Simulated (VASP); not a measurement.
# P in VASP: notebook, part 2 of 3

VASP 6.6.1.

## Step 3: Single point, r2SCAN

POSCAR

```
P
1.0
    3.2170000000      0.0000000000      0.0000000000
   -1.6085000000      2.7860037240      0.0000000000
    0.0000000000      0.0000000000     28.0000000000
P
2
Direct
    0.3333333333      0.6666666667      0.5046785714
    0.6666666667      0.3333333333      0.4953214286
```

INCAR.step1

```
SYSTEM = P
PREC     = Accurate       ! precision mode
ENCUT    = 520            ! plane-wave cutoff, eV
ISMEAR   = 0              ! smearing method
SIGMA    = 0.02           ! smearing width, eV
LREAL    = .FALSE.        ! projectors in reciprocal space
LASPH    = .TRUE.         ! aspherical terms in the spheres
NELM     = 60             ! most SCF steps
LDIPOL   = .TRUE.       
IDIPOL   = 3            
DIPOL    = 0.5 0.5 0.500
NBANDS   = 12             ! bands
GGA      = PE             ! functional
ALGO     = Normal         ! electronic algorithm
EDIFF    = 1E-4           ! SCF threshold, eV
LWAVE    = .TRUE.         ! write WAVECAR
LCHARG   = .FALSE.        ! write CHGCAR
```

INCAR.step2

```
SYSTEM = P
PREC     = Accurate       ! precision mode
ENCUT    = 520            ! plane-wave cutoff, eV
EDIFF    = 1E-7           ! SCF threshold, eV
ISMEAR   = 0              ! smearing method
SIGMA    = 0.02           ! smearing width, eV
LREAL    = .FALSE.        ! projectors in reciprocal space
LASPH    = .TRUE.         ! aspherical terms in the spheres
NELM     = 60             ! most SCF steps
ALGO     = Normal         ! electronic algorithm
ISIF     = 2              ! what is computed and relaxed
LWAVE    = .FALSE.        ! write WAVECAR
LCHARG   = .FALSE.        ! write CHGCAR
LDIPOL   = .TRUE.       
IDIPOL   = 3            
DIPOL    = 0.5 0.5 0.500
METAGGA  = R2SCAN         ! meta-GGA
LMIXTAU  = .TRUE.       
NBANDS   = 12             ! bands
ISTART   = 1
```

KPOINTS

```
Automatic mesh
0
G
  9 9 1
  0 0 0
```

Potentials or basis: VASP PAW PBE potentials, release 64 (P).

On the command line:

```console
> cat potpaw_PBE.64/P/POTCAR > POTCAR
> cp INCAR.step1 INCAR
> mpirun -np 1 vasp_std > vasp.out
> cp INCAR.step2 INCAR
> mpirun -np 1 vasp_std > vasp.out
```

OUTCAR:

```text
SYSTEM = P
   PREC = Accurate
   ENCUT = 520
   EDIFF = 1E-7
   ISMEAR = 0
   LREAL = .FALSE.
   LASPH = .TRUE.
   NELM = 60
   ISIF = 2
   METAGGA = R2SCAN
   ISTART = 1

 ion  position               nearest neighbor table
   1  0.333  0.667  0.505-   2 1.88   2 1.88   2 1.88
   2  0.667  0.333  0.495-   1 1.88   1 1.88   1 1.88

  LATTYP: Found a hexagonal cell.
 ALAT       =     3.2170000000
 C/A-ratio  =     8.7037612683

  Lattice vectors:

 A1 = (   3.2170000000,   0.0000000000,   0.0000000000)
 A2 = (  -1.6085000000,   2.7860037240,   0.0000000000)
 A3 = (   0.0000000000,   0.0000000000,  28.0000000000)

Analysis of symmetry for initial positions (statically):
=====================================================================
 Subroutine PRICEL returns:
 Original cell was already a primitive cell.

 Routine SETGRP: Setting up the symmetry group for a
 hexagonal supercell.

 Subroutine GETGRP returns: Found 12 space group operations
 (whereof 12 operations were pure point group operations)
 out of a pool of 24 trial point group operations.

The static configuration has the point symmetry D_3d.

Analysis of symmetry for dynamics (positions and initial velocities):
=====================================================================
 Subroutine PRICEL returns:
 Original cell was already a primitive cell.

 Routine SETGRP: Setting up the symmetry group for a
 hexagonal supercell.

 Subroutine GETGRP returns: Found 12 space group operations
 (whereof 12 operations were pure point group operations)
 out of a pool of 24 trial point group operations.

The dynamic configuration has the point symmetry D_3d.

 Subroutine INISYM returns: Found 12 space group operations
 (whereof 12 operations are pure point group operations),
 and found     1 'primitive' translations

----------------------------------------------------------------------------------------

                                     Primitive cell

  volume of cell :     250.9521

  direct lattice vectors                    reciprocal lattice vectors
     3.217000000  0.000000000  0.000000000     0.310848617  0.179468533  0.000000000
    -1.608500000  2.786003724  0.000000000     0.000000000  0.358937065  0.000000000
     0.000000000  0.000000000 28.000000000     0.000000000  0.000000000  0.035714286

  length of vectors
     3.217000000  3.217000000 28.000000000     0.358937065  0.358937065  0.035714286

  position of ions in fractional coordinates (direct lattice)
     0.333333333  0.666666667  0.504678571
     0.666666667  0.333333333  0.495321429

  ion indices of the primitive-cell ions
   primitive index   ion index
                 1           1
                 2           2

----------------------------------------------------------------------------------------

 KPOINTS: Automatic mesh

Automatic generation of k-mesh.
 Grid dimensions read from file:
 generate k-points for:    9    9    1

 Generating k-lattice:

  Cartesian coordinates                     Fractional coordinates (reciprocal lattice)
     0.034538735  0.019940948  0.000000000     0.111111111  0.000000000  0.000000000
     0.000000000  0.039881896  0.000000000     0.000000000  0.111111111  0.000000000
     0.000000000  0.000000000  0.035714286     0.000000000  0.000000000  1.000000000

  Length of vectors
     0.039881896  0.039881896  0.035714286
[... 30 lines left out ...]
   NGXF,Y,Z  is equivalent  to a cutoff of  24.81, 24.81, 24.94 a.u.
 SYSTEM =  P
   PREC   = accura    normal or accurate (medium, high low for compatibility)
   ISTART =      1    job   : 0-new  1-cont  2-samecut
   ICHARG =      0    charge: 1-file 2-atom 10-const
   ISPIN  =      1    spin polarized calculation?
   LNONCOLLINEAR =      F non collinear calculations
   LSORBIT =      F    spin-orbit coupling
   LASPH  =      T    aspherical Exc in radial PAW
   ENCUT  =  520.0 eV  38.22 Ry    6.18 a.u.   5.98  5.98 52.06*2*pi/ulx,y,z
   NELM   =     60;   NELMIN=  2; NELMDL=  0     # of ELM steps
   EDIFF  = 0.1E-06   stopping-criterion for ELM
   LREAL  =      F    real-space projection
   EDIFFG = 0.1E-05   stopping-criterion for IOM
   NSW    =      0    number of steps for IOM
   IBRION =     -1    ionic relax: 0-MD 1-quasi-New 2-CG
   NFREE  =      0    steps in history (QN), initial steepest desc. (CG)
   ISIF   =      2    stress and relaxation
   ISYM   =      2    0-nonsym 1-usesym 2-fastsym
   POTIM  = 0.5000    time-step for ionic-motion
   TEBEG  =    0.0;   TEEND  =   0.0 temperature during run
   PSTRESS=    0.0 pullay stress
   NELECT =      10.0000    total number of electrons
   NUPDOWN=      -1.0000    fix difference up-down
   EMIN   =  10.00;   EMAX   =-10.00  energy-range for DOS
   EFERMI =   0.00;   METHOD = LEGACY
   ISMEAR =     0;   SIGMA  =   0.02  broadening in eV -4-tet -1-fermi 0-gaus
   EFERMI_NEDOS =   21; number of points for ismear=-14 and -15
   IALGO  =     38    algorithm
   IMIX   =      4    mixing-type and parameters
     AMIX     =   0.40;   BMIX     =  1.00
     AMIX_MAG =   1.60;   BMIX_MAG =  1.00
  volume/ion in A,a.u.               =     125.48       846.75
  Fermi-wavevector in a.u.,A,eV,Ry     =   0.559171  1.056680  4.254162  0.312672
  Thomas-Fermi vector in A             =   1.594506
   LORBIT       =      0    0 simple, 1 ext, 2 COOP (PROOUT), +10 PAW based schemes
   METAGGA = R2SCAN    functional components
   LHFCALC =     F    Hartree Fock is set to
   AEXX    =    0.0000 exact exchange contribution
   IVDW    =     0    specifies the selected vdW correction
   LEPSILON=     F    determine dielectric tensor
   LRPA    =     F    only Hartree local field effects (RPA)
 non-spin polarized calculation
 Gauss-broadening in eV      SIGMA  =   0.02
  energy-cutoff  :      520.00
  volume of cell :      250.95
 maximum number of plane-waves:      6828
 NGX is ok and might be reduce to    24
   NGX = 11   NGY = 11   NGZ =105

 number of electron      10.0000000 magnetization

 dipolmoment           0.000000      0.000000     -0.000000 electrons x Angstroem

 Free energy of the ion-electron system (eV)
  ---------------------------------------------------
  ext. energy  EPLUGINS =         0.00000000
  ---------------------------------------------------
  free energy    TOTEN  =       -13.91815361 eV

  energy without entropy =      -13.91763014  energy(sigma->0) =      -13.91789187

 E-fermi :  -2.0093     XC(G=0):  -1.6402

 val. band max:       -2.2256657308   @ k =   0.3333   0.1111   0.0000
 cond. band min:      -1.9955964856   @ k =   0.3333  -0.0000   0.0000
 fundamental gap:      0.2300692452
 Fermi energy:        -2.0092778925

 k-point     1 :       0.0000    0.0000    0.0000
  band No.  band energies     occupation
      1     -21.4398      2.00000
      2      -9.8763      2.00000
      3      -7.8736      2.00000
      4      -7.8736      2.00000
      5      -1.4587      0.00000
      6      -1.4587      0.00000
      7      -0.7001      0.00000
      8      -0.0291      0.00000
      9       1.5396      0.00000
     10       1.6181      0.00000
     11       2.1074      0.00000
     12       2.1114      0.00000
[... 151 lines left out ...]
 k-point    12 :       0.3333    0.3333    0.0000
  band No.  band energies     occupation
      1     -16.5008      2.00000
      2     -16.5008      2.00000
      3     -12.5971      2.00000
      4      -5.1094      2.00000
      5      -5.1094      2.00000
      6       0.5834      0.00000
      7       1.9041      0.00000
      8       3.8423      0.00000
      9       3.8423      0.00000
     10       6.3446      0.00000
     11       6.3446      0.00000
     12       7.2401      0.00000

------------------------ aborting loop because EDIFF is reached ----------------------------------------

 vacuum level on the upper side and lower side of the slab       (xc-potential included)        -0.013        -0.013

  FORCE on cell =-STRESS in cart. coord.  units (eV):
  Direction    XX          YY          ZZ          XY          YZ          ZX
  --------------------------------------------------------------------------------------
  -------------------------------------------------------------------------------------
  Total       18.3515959     18.3515959      0.6813867     -0.0000000      0.0000000      0.0000000
  in kB      117.1638502    117.1638502      4.3502423     -0.0000000      0.0000000      0.0000000
  external PRESSURE =      79.5593142 kB  Pullay stress =       0.0000000 kB

 VOLUME and BASIS-vectors are now :
 -----------------------------------------------------------------------------
  energy-cutoff  :      520.00
  volume of cell :      250.95
      direct lattice vectors                 reciprocal lattice vectors
     3.217000000  0.000000000  0.000000000     0.310848617  0.179468533  0.000000000
    -1.608500000  2.786003724  0.000000000     0.000000000  0.358937065  0.000000000
     0.000000000  0.000000000 28.000000000     0.000000000  0.000000000  0.035714286

 POSITION                                       TOTAL-FORCE (eV/Angst)
 -----------------------------------------------------------------------------------
     -0.00000      1.85734     14.13100        -0.000000      0.000000      2.650582
      1.60850      0.92867     13.86900         0.000000     -0.000000     -2.650582
 -----------------------------------------------------------------------------------
    total drift:                               -0.000000     -0.000000      0.000000

  FREE ENERGIE OF THE ION-ELECTRON SYSTEM (eV)
  ---------------------------------------------------
  free  energy   TOTEN  =       -13.9181536092 eV

  energy  without entropy=      -13.9176301387  energy(sigma->0) =      -13.91789187

 vacuum level on the upper side and lower side of the slab         1.551         1.551
```

It took 2.8 min on 1 thread of AMD EPYC 9R45 (Zen 5), shared host; peak memory 0.34 GiB.

Results:

```
Free energy            : -13.9182 eV
Largest force          : 2.651 eV/Å
Band gap on the k mesh : zero (bands 5 and 6 overlap by 2.07 eV)
```

Forces in eV/Å, atoms in the order of the input:
```
P    0.000  0.000  2.651
P    0.000  0.000 -2.651
```

Caveat: the PAW data sets were made with another functional, which shifts forces and pressure a little.

(Continued in part 3 of 3.)
